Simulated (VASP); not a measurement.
# Ir: single point with r2SCAN

The system is Ir.

```xyz
1
Lattice="0.0000 1.9738 1.8159 1.9738 0.0000 1.8159 1.9738 1.9738 0.0000" Properties=species:S:1:pos:R:3 pbc="T T T"
Ir    0.0000    0.0000    0.0000
```

This cell differs from its parent crystal: ratio of the length along z to the lengths across it x 0.92, volume and fractional coordinates fixed.

* Program: VASP 6.6.1
* Task: single point
* Functional: r2SCAN
* Potentials or basis: VASP PAW PBE potentials, release 64 (Ir)
* Cutoff: 520 eV
* k mesh: 24 × 24 × 24
* Occupations: gaussian, width 0.15 eV
* Spin: no spin polarisation
* Dipole correction: no
* Further INCAR settings: ALGO = Normal; EDIFF = 1e-06; NBANDS = 10

| Property | Result |
| --- | --- |
| Pressure | 5.6 GPa |

Stress tensor (GPa, compression positive):
```
-4.40  0.00  0.00
 0.00 -4.40  0.00
 0.00  0.00 25.44
```

Levels at points of the mesh, in eV from the Fermi level:
| k point | band 1 | band 2 | band 3 | band 4 | band 5 | band 6 | band 7 | band 8 |
| --- | --- | --- | --- | --- | --- | --- | --- | --- |
| (0.00, 0.00, 0.00) | -11.51 | -4.28 | -4.28 | -3.23 | -2.02 | -0.65 | 15.25 | 20.09 |
| (0.50, 0.00, 0.00) | -8.39 | -4.72 | -3.49 | -0.67 | 0.60 | 1.29 | 7.75 | 14.61 |
| (0.50, 0.50, 0.00) | -8.12 | -7.69 | 0.83 | 1.63 | 1.63 | 3.11 | 11.31 | 11.31 |
| (0.50, 0.00, 0.50) | -8.23 | -7.50 | 0.77 | 1.02 | 1.20 | 2.02 | 10.35 | 12.44 |

Wall time 7.7 min on 1 thread of Intel Xeon 6975P-C, with other jobs on the host, peak memory 0.28 GiB.

Caveat: the PAW data sets were made with another functional, which shifts forces and pressure a little; spin-orbit coupling is left out, which moves the levels of the heavy elements.
